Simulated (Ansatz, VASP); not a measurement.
## Two plane-wave programs on BN

```
B N
1.0
     2.93703    0.00000    0.00000
    -1.46852    2.54354    0.00000
     0.00000    0.00000    4.22685
B N
2 2
Direct
  0.66667 0.33333 0.99972
  0.33333 0.66667 0.49972
  0.66667 0.33333 0.62528
  0.33333 0.66667 0.12528
```

Change from the starting cell: strain +0.1500 x Voigt [1, 1, 0, 0, 0, 0], atoms carried along.

Alike in both runs: task single point; functional PBEsol; k mesh 12 × 12 × 6; occupations gaussian, width 0.05 eV; no spin polarisation.

```csv
,VASP,Ansatz
version,VASP 6.6.1,Ansatz 0.2.0
potentials or method,"VASP PAW PBE potentials, release 64 (B, N), cutoff 520 eV","scalar-relativistic, plane waves, PAW"
valence electrons in the cell,16,16
```

Ansatz gave:

| Item | Value |
| --- | --- |
| gap on the k mesh at the Fermi level (eV) | 4.15 |
| least direct gap on the mesh (eV) | 4.15 |
| pressure (GPa) | -59.3 |
| traceless stress, the component that is largest in VASP (GPa) | 42.61 |
| rms of the force components (eV/Å) | 0.319 |

Question: Estimate VASP's values.

Answer: gap on the k mesh at the Fermi level (eV): 4.16; least direct gap on the mesh (eV): 4.16; pressure (GPa): -59.2; traceless stress, the component that is largest in VASP (GPa): 42.86; rms of the force components (eV/Å): 0.307.

VASP's potentials were made for PBE, not for PBEsol. Atom by atom the forces differ by 0.012 eV/Å (rms over components). Both programs put the cell under strong tension, so it lies far from rest at this level.

Noted on VASP's run: the cell as given lies far from equilibrium.
